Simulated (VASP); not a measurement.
# Br (I4/mmm) in VASP: notebook

Br is run at these levels: PBEsol; tasks: single point.

Everything below comes from runs of VASP 6.6.1. Logs are shortened: lines on timing, memory, paths and dates and some standing lists are left out, and cuts for length are marked.

### 1 The cell of the first run

The structure is tetragonal, space group I4/mmm (No. 139). The conventional cell has a = 2.859 Å, b = 2.859 Å, c = 7.828 Å, α = 90.00°, β = 90.00°, γ = 90.00°. Within 3.8 Å of Br (site symmetry 4/mmm) lie 4 Br at 2.86 Å.

### 2 Single point, PBEsol (strained)

Input file INCAR:

```
PREC = Accurate
ENCUT = 520
EDIFF = 1E-7
ISMEAR = 0
SIGMA = 0.1
LREAL = F
LASPH = T
NELM = 60
ALGO = Normal
ISIF = 2
LWAVE = F
LCHARG = F
GGA = PS
NBANDS = 10
```

Input file KPOINTS:

```
Automatic mesh
0
Gamma
  18 18 18
```

Input file POSCAR:

```
Br
1.0
   -1.4292853162      1.4292853162      3.9140544290
    1.4292853162     -1.4292853162      3.9140544290
    1.4292853162      1.4292853162     -3.9140544290
Br
1
Direct
    0.0000000000      0.0000000000      0.0000000000
```

Potentials or basis: VASP PAW PBE potentials, release 64 (Br).

On the command line:

```sh
$ cat potpaw_PBE.64/Br/POTCAR > POTCAR
$ mpirun -np 1 vasp_std > vasp.out
```

OUTCAR:

```text
PREC = Accurate
   ENCUT = 520
   EDIFF = 1E-7
   ISMEAR = 0
   LREAL = F
   LASPH = T
   NELM = 60
   ISIF = 2
   GGA = PS

 ion  position               nearest neighbor table
   1  0.000  0.000  0.000-

  LATTYP: Found a body centered tetragonal cell.
 ALAT       =     2.8585706324
 C/A-ratio  =     2.7384696286

  Lattice vectors:

 A1 = (  -1.4292853162,   1.4292853162,   3.9140544290)
 A2 = (   1.4292853162,  -1.4292853162,   3.9140544290)
 A3 = (   1.4292853162,   1.4292853162,  -3.9140544290)

Analysis of symmetry for initial positions (statically):
=====================================================================
 Subroutine PRICEL returns:
 Original cell was already a primitive cell.

 Routine SETGRP: Setting up the symmetry group for a
 body centered tetragonal supercell.

 Subroutine GETGRP returns: Found 16 space group operations
 (whereof 16 operations were pure point group operations)
 out of a pool of 16 trial point group operations.

The static configuration has the point symmetry D_4h.

Analysis of symmetry for dynamics (positions and initial velocities):
=====================================================================
 Subroutine PRICEL returns:
 Original cell was already a primitive cell.

 Routine SETGRP: Setting up the symmetry group for a
 body centered tetragonal supercell.

 Subroutine GETGRP returns: Found 16 space group operations
 (whereof 16 operations were pure point group operations)
 out of a pool of 16 trial point group operations.

The dynamic configuration has the point symmetry D_4h.

 Subroutine INISYM returns: Found 16 space group operations
 (whereof 16 operations are pure point group operations),
 and found     1 'primitive' translations

----------------------------------------------------------------------------------------

                                     Primitive cell

  volume of cell :      31.9834

  direct lattice vectors                    reciprocal lattice vectors
    -1.429285316  1.429285316  3.914054429     0.000000000  0.349825185  0.127744774
     1.429285316 -1.429285316  3.914054429     0.349825185  0.000000000  0.127744774
     1.429285316  1.429285316 -3.914054429     0.349825185  0.349825185  0.000000000

  length of vectors
     4.405171405  4.405171405  4.405171405     0.372419639  0.372419639  0.494727521

  position of ions in fractional coordinates (direct lattice)
     0.000000000  0.000000000  0.000000000

  ion indices of the primitive-cell ions
   primitive index   ion index
                 1           1

----------------------------------------------------------------------------------------

 KPOINTS: Automatic mesh

Automatic generation of k-mesh.
 Grid dimensions read from file:
 generate k-points for:   18   18   18

 Generating k-lattice:

  Cartesian coordinates                     Fractional coordinates (reciprocal lattice)
     0.000000000  0.019434732  0.007096932     0.055555556 -0.000000000  0.000000000
     0.019434732  0.000000000  0.007096932    -0.000000000  0.055555556  0.000000000
     0.019434732  0.019434732  0.000000000     0.000000000  0.000000000  0.055555556

  Length of vectors
     0.020689980  0.020689980  0.027484862

  Shift w.r.t. Gamma in fractional coordinates (k-lattice)
     0.000000000  0.000000000  0.000000000

 Subroutine IBZKPT returns following result:
 ===========================================

 Found    480 irreducible k-points:

 Following reciprocal coordinates:
            Coordinates               Weight
  0.000000  0.000000  0.000000      1.000000
  0.055556  0.000000 -0.000000      8.000000
  0.111111  0.000000 -0.000000      8.000000
  0.166667 -0.000000  0.000000      8.000000
  0.222222  0.000000  0.000000      8.000000
  0.277778  0.000000  0.000000      8.000000
[... 16 lines left out ...]
 -0.277778  0.055556  0.000000     16.000000
 -0.222222  0.055556  0.000000     16.000000
 [... further k-points ...]
   k-points           NKPTS =    480   k-points in BZ     NKDIM =    480   number of bands    NBANDS=     10
   number of dos      NEDOS =    301   number of ions     NIONS =      1
   total plane-waves  NPLWV =  46656
   dimension x,y,z NGX =    36 NGY =   36 NGZ =   36
   dimension x,y,z NGXF=    72 NGYF=   72 NGZF=   72
   ions per type =               1
   NGX,Y,Z   is equivalent  to a cutoff of  13.59, 13.59, 13.59 a.u.
   NGXF,Y,Z  is equivalent  to a cutoff of  27.17, 27.17, 27.17 a.u.
 SYSTEM =  unknown system
   PREC   = accura    normal or accurate (medium, high low for compatibility)
   ISTART =      0    job   : 0-new  1-cont  2-samecut
   ICHARG =      2    charge: 1-file 2-atom 10-const
   ISPIN  =      1    spin polarized calculation?
   LNONCOLLINEAR =      F non collinear calculations
   LSORBIT =      F    spin-orbit coupling
   LASPH  =      T    aspherical Exc in radial PAW
   ENCUT  =  520.0 eV  38.22 Ry    6.18 a.u.   8.19  8.19  8.19*2*pi/ulx,y,z
   NELM   =     60;   NELMIN=  2; NELMDL= -5     # of ELM steps
   EDIFF  = 0.1E-06   stopping-criterion for ELM
   LREAL  =      F    real-space projection
   EDIFFG = 0.1E-05   stopping-criterion for IOM
   NSW    =      0    number of steps for IOM
   IBRION =     -1    ionic relax: 0-MD 1-quasi-New 2-CG
   NFREE  =      0    steps in history (QN), initial steepest desc. (CG)
   ISIF   =      2    stress and relaxation
   ISYM   =      2    0-nonsym 1-usesym 2-fastsym
   POTIM  = 0.5000    time-step for ionic-motion
   TEBEG  =    0.0;   TEEND  =   0.0 temperature during run
   PSTRESS=    0.0 pullay stress
   NELECT =       7.0000    total number of electrons
   NUPDOWN=      -1.0000    fix difference up-down
   EMIN   =  10.00;   EMAX   =-10.00  energy-range for DOS
   EFERMI =   0.00;   METHOD = LEGACY
   ISMEAR =     0;   SIGMA  =   0.10  broadening in eV -4-tet -1-fermi 0-gaus
   EFERMI_NEDOS =   21; number of points for ismear=-14 and -15
   IALGO  =     38    algorithm
   IMIX   =      4    mixing-type and parameters
     AMIX     =   0.40;   BMIX     =  1.00
     AMIX_MAG =   1.60;   BMIX_MAG =  1.00
  volume/ion in A,a.u.               =      31.98       215.83
  Fermi-wavevector in a.u.,A,eV,Ry     =   0.986581  1.864367 13.243114  0.973341
  Thomas-Fermi vector in A             =   2.117972
   LORBIT       =      0    0 simple, 1 ext, 2 COOP (PROOUT), +10 PAW based schemes
   GGA     = PS    functional components
   LHFCALC =     F    Hartree Fock is set to
   AEXX    =    0.0000 exact exchange contribution
   IVDW    =     0    specifies the selected vdW correction
   LEPSILON=     F    determine dielectric tensor
   LRPA    =     F    only Hartree local field effects (RPA)
 non-spin polarized calculation
 Gauss-broadening in eV      SIGMA  =   0.10
  energy-cutoff  :      520.00
  volume of cell :       31.98
 maximum number of plane-waves:       879
 NGX is ok and might be reduce to    36
   NGX = 17   NGY = 17   NGZ = 17

 number of electron       7.0000000 magnetization

 Free energy of the ion-electron system (eV)
  ---------------------------------------------------
  ext. energy  EPLUGINS =         0.00000000
  ---------------------------------------------------
  free energy    TOTEN  =        -1.70298060 eV

  energy without entropy =       -1.69963602  energy(sigma->0) =       -1.70130831

 E-fermi :   0.4867     XC(G=0):  -8.3001

 val. band max:        0.4775458509   @ k =  -0.1111   0.1111   0.0000
 cond. band min:       0.5044129835   @ k =  -0.4444   0.5000   0.3333
 fundamental gap:      0.0268671326
 Fermi energy:         0.4866669088

 k-point     1 :       0.0000    0.0000    0.0000
  band No.  band energies     occupation
      1     -15.5220      2.00000
      2      -2.0489      2.00000
      3       1.5037      0.00000
      4       1.5037      0.00000
      5       5.5025      0.00000
      6      10.3040      0.00000
      7      10.5502      0.00000
      8      16.6324      0.00000
      9      16.7897      0.00000
     10      16.7897      0.00000

 k-point     2 :       0.0556    0.0000   -0.0000
  band No.  band energies     occupation
      1     -15.4854      2.00000
      2      -2.0328      2.00000
      3       1.1678      0.00000
      4       1.5280      0.00000
      5       5.6118      0.00000
      6      10.4370      0.00000
      7      10.8636      0.00000
      8      15.2676      0.00000
      9      16.8464      0.00000
     10      17.6285      0.00000

 k-point     3 :       0.1111    0.0000   -0.0000
  band No.  band energies     occupation
      1     -15.3775      2.00000
      2      -1.9849      2.00000
      3       0.3296      1.97370
      4       1.5991      0.00000
      5       5.9026      0.00000
      6      10.5856      0.00000
      7      11.9029      0.00000
      8      13.7705      0.00000
      9      17.0148      0.00000
     10      18.0465      0.00000

 k-point     4 :       0.1667   -0.0000    0.0000
  band No.  band energies     occupation
      1     -15.2042      2.00000
      2      -1.9087      2.00000
      3      -0.7313      2.00000
      4       1.7110      0.00000
      5       6.3270      0.00000
      6      10.7868      0.00000
      7      12.3296      0.00000
      8      13.4264      0.00000
      9      17.2876      0.00000
     10      18.3831      0.00000

 k-point     5 :       0.2222    0.0000    0.0000
  band No.  band energies     occupation
      1     -14.9768      2.00000
      2      -1.9371      2.00000
      3      -1.7010      2.00000
      4       1.8537      0.00000
      5       6.8390      0.00000
      6      10.9673      0.00000
      7      11.2687      0.00000
      8      15.0008      0.00000
      9      17.6385      0.00000
     10      18.7041      0.00000

 k-point     6 :       0.2778    0.0000    0.0000
  band No.  band energies     occupation
      1     -14.7130      2.00000
      2      -2.9076      2.00000
      3      -1.6430      2.00000
      4       2.0130      0.00000
      5       7.3216      0.00000
      6      10.3113      0.00000
      7      11.4351      0.00000
      8      16.3207      0.00000
      9      17.6041      0.00000
     10      18.2540      0.00000
[... 183 lines left out ...]
 k-point    21 :      -0.3889    0.0556    0.0000
  band No.  band energies     occupation
      1     -14.1632      2.00000
      2      -4.4854      2.00000
      3      -1.2941      2.00000
      4       2.0186      0.00000
      5       7.3595      0.00000
      6      10.2945      0.00000
      7      12.5283      0.00000
      8      14.9643      0.00000
      9      16.4763      0.00000
     10      18.1554      0.00000

 k-point    22 :      -0.3333    0.0556   -0.0000
  band No.  band energies     occupation
      1     -14.4101      2.00000
      2      -3.7724      2.00000
      3      -1.4076      2.00000
      4       1.8762      0.00000
      5       7.5331      0.00000
      6       9.8313      0.00000
      7      12.1635      0.00000
      8      15.5759      0.00000
      9      17.0314      0.00000
     10      17.9895      0.00000

 k-point    23 :      -0.2778    0.0556    0.0000
  band No.  band energies     occupation
      1     -14.6834      2.00000
      2      -2.8655      2.00000
      3      -1.5411      2.00000
      4       1.7095      0.00000
      5       7.2685      0.00000
      6      10.1621      0.00000
      7      11.8038      0.00000
      8      15.9217      0.00000
      9      16.7228      0.00000
     10      17.7710      0.00000

 k-point    24 :      -0.2222    0.0556    0.0000
  band No.  band energies     occupation
      1     -14.9464      2.00000
      2      -1.8584      2.00000
      3      -1.6412      2.00000
      4       1.5408      0.00000
      5       6.7595      0.00000
      6      11.0685      0.00000
      7      11.4967      0.00000
      8      14.9774      0.00000
      9      16.3069      0.00000
     10      18.2285      0.00000

 [... further k-points ...]

------------------------ aborting loop because EDIFF is reached ----------------------------------------

  FORCE on cell =-STRESS in cart. coord.  units (eV):
  Direction    XX          YY          ZZ          XY          YZ          ZX
  --------------------------------------------------------------------------------------
  -------------------------------------------------------------------------------------
  Total       -0.4233673     -0.4233673     -0.0598588      0.0000000      0.0000000      0.0000000
  in kB      -21.2081691    -21.2081691     -2.9985681      0.0000000      0.0000000      0.0000000
  external PRESSURE =     -15.1383021 kB  Pullay stress =       0.0000000 kB

 VOLUME and BASIS-vectors are now :
 -----------------------------------------------------------------------------
  energy-cutoff  :      520.00
  volume of cell :       31.98
      direct lattice vectors                 reciprocal lattice vectors
    -1.429285316  1.429285316  3.914054429     0.000000000  0.349825185  0.127744774
     1.429285316 -1.429285316  3.914054429     0.349825185  0.000000000  0.127744774
     1.429285316  1.429285316 -3.914054429     0.349825185  0.349825185  0.000000000

 POSITION                                       TOTAL-FORCE (eV/Angst)
 -----------------------------------------------------------------------------------
      0.00000      0.00000      0.00000        -0.000000     -0.000000      0.000000
 -----------------------------------------------------------------------------------
    total drift:                               -0.000000      0.000000      0.000000

  FREE ENERGIE OF THE ION-ELECTRON SYSTEM (eV)
  ---------------------------------------------------
  free  energy   TOTEN  =        -1.7029805997 eV

  energy  without entropy=       -1.6996360158  energy(sigma->0) =       -1.70130831
```

It took 3.7 min on 1 thread of AMD EPYC 7R13 (Zen 3), shared host; peak memory 0.27 GiB.

What came out:

* Free energy: -1.7030 eV
* Pressure: -1.5 GPa
* Band gap on the k mesh: zero (an odd number of electrons rules out a gap without spin polarisation)

Levels at points of the mesh, in eV from the Fermi level:
| k point | band 1 | band 2 | band 3 | band 4 | band 5 | band 6 | band 7 | band 8 | band 9 |
| --- | --- | --- | --- | --- | --- | --- | --- | --- | --- |
| (0.00, 0.00, 0.00) | -16.01 | -2.54 | 1.02 | 1.02 | 5.02 | 9.82 | 10.06 | 16.15 | 16.30 |
| (0.50, 0.00, 0.00) | -14.44 | -5.63 | -1.74 | 1.94 | 6.43 | 11.82 | 12.08 | 13.27 | 15.20 |
| (0.50, 0.50, 0.00) | -12.97 | -4.24 | -4.10 | -0.45 | 5.53 | 8.71 | 11.78 | 13.39 | 13.99 |
| (0.50, 0.50, 0.50) | -15.89 | -3.98 | 0.94 | 0.94 | 9.41 | 9.51 | 10.20 | 14.65 | 18.47 |

Caveat: the cell differs from its parent crystal (strained); the PAW data sets were made with another functional, which shifts forces and pressure a little; an odd number of electrons without spin polarisation forces a metal; a magnetic or distorted state may lie lower.

### 3 Single point, PBEsol (strained)

Input file INCAR:

```
PREC     = Accurate       # precision mode
ENCUT    = 520            # plane-wave cutoff, eV
EDIFF    = 1E-6           # SCF threshold, eV
ISMEAR   = 0              # smearing method
SIGMA    = 0.1            # smearing width, eV
LREAL    = False          # projectors in reciprocal space
LASPH    = True           # aspherical terms in the spheres
NELM     = 60             # most SCF steps
ALGO     = Normal         # electronic algorithm
ISIF     = 2              # what is computed and relaxed
LWAVE    = False          # write WAVECAR
LCHARG   = False          # write CHGCAR
GGA      = PS             # functional
NBANDS   = 10             # bands
```

Input file KPOINTS:

```
Automatic mesh
0
Gamma
  20 20 20
```

Input file POSCAR:

```
Br
1.0
   -1.4422960304      1.4422960304      3.6784391350
    1.4422960304     -1.4422960304      3.6784391350
    1.4422960304      1.4422960304     -3.6784391350
Br
1
Direct
    0.0000000000      0.0000000000      0.0000000000
```

Potentials or basis: VASP PAW PBE potentials, release 64 (Br).

On the command line:

```sh
$ cat potpaw_PBE.64/Br/POTCAR > POTCAR
$ mpirun -np 1 vasp_std > vasp.out
```

It took 2.8 min on 1 thread of AMD EPYC 7R13 (Zen 3), shared host; peak memory 0.29 GiB.

Results (log left out):

| Property | Result |
| --- | --- |
| Free energy | -1.6931 eV |
| Pressure | -2.3 GPa |
| Band gap on the k mesh | zero (an odd number of electrons rules out a gap without spin polarisation) |

Stress tensor (GPa, compression positive):
```
-3.48  0.00  0.00
 0.00 -3.48  0.00
 0.00  0.00 -0.06
```

Levels at points of the mesh, in eV from the Fermi level:
| k point | band 2 | band 3 | band 4 | band 5 | band 6 | band 7 |
| --- | --- | --- | --- | --- | --- | --- |
| (0.00, 0.00, 0.00) | -2.21 | 0.89 | 0.89 | 5.26 | 9.85 | 10.08 |
| (0.50, 0.00, 0.00) | -5.55 | -1.75 | 1.74 | 6.37 | 11.90 | 12.33 |
| (0.50, 0.50, 0.00) | -4.25 | -4.00 | -0.55 | 5.53 | 8.40 | 12.34 |
| (0.50, 0.50, 0.50) | -4.15 | 0.76 | 0.76 | 9.13 | 9.36 | 11.13 |

Caveat: the cell differs from its parent crystal (strained); the PAW data sets were made with another functional, which shifts forces and pressure a little; an odd number of electrons without spin polarisation forces a metal; a magnetic or distorted state may lie lower.
